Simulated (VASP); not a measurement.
Wanted: the native input for a VASP 6.6.1 run.

```
Task                   : single point
Functional             : BLYP
Potentials or basis    : VASP PAW PBE potentials, release 64 (Mg, B)
Cutoff                 : 520 eV
k mesh                 : 10 × 10 × 8
Occupations            : fermi-dirac, width 0.05 eV
Spin                   : no spin polarisation
Dipole correction      : no
Further INCAR settings : ALGO = Normal; EDIFF = 1e-07; NBANDS = 11
```

The structure of MgB2 lies in POSCAR:

```
MgB2
1.0
    3.0879093163      0.0000000000      0.0000000000
   -1.5439546582      2.6742079125      0.0000000000
    0.0000000000      0.0000000000      3.5447261950
Mg B
1 2
Direct
    0.0000000000      0.0000000000      0.0000000000
    0.6666666667      0.3333333333      0.5000000000
    0.3333333333      0.6666666667      0.5000000000
```

The input as run:

INCAR

```
  PREC = Accurate
  ENCUT = 520
  EDIFF = 1E-7
  ISMEAR = -1
  SIGMA = 0.05
  LREAL = False
  LASPH = True
  NELM = 100
  ALGO = Normal
  ISIF = 2
  LWAVE = False
  LCHARG = False
  GGA = B5
  ALDAX = 1.0
  AGGAX = 1.0
  AGGAC = 1.0
  ALDAC = 0.0
  NBANDS = 11
```

KPOINTS

```
regular mesh
0
Gamma
  10 10 8
```

Potentials or basis: VASP PAW PBE potentials, release 64 (Mg, B).

Command:

```sh
$ cat potpaw_PBE.64/Mg/POTCAR potpaw_PBE.64/B/POTCAR > POTCAR
$ mpirun -np 1 vasp_std > vasp.out
```

Results of the run:

The pressure is -0.2 GPa and the band gap on the k mesh is zero (band 4 reaches 6.77 eV, above the bottom of band 5 at 4.48 eV).

Caveat: the PAW data sets were made with another functional, which shifts forces and pressure a little.

Wall time 25 s on 1 thread of AMD EPYC 7R43 64-Core Processor (Zen 3) (shared host), peak memory 0.12 GiB.
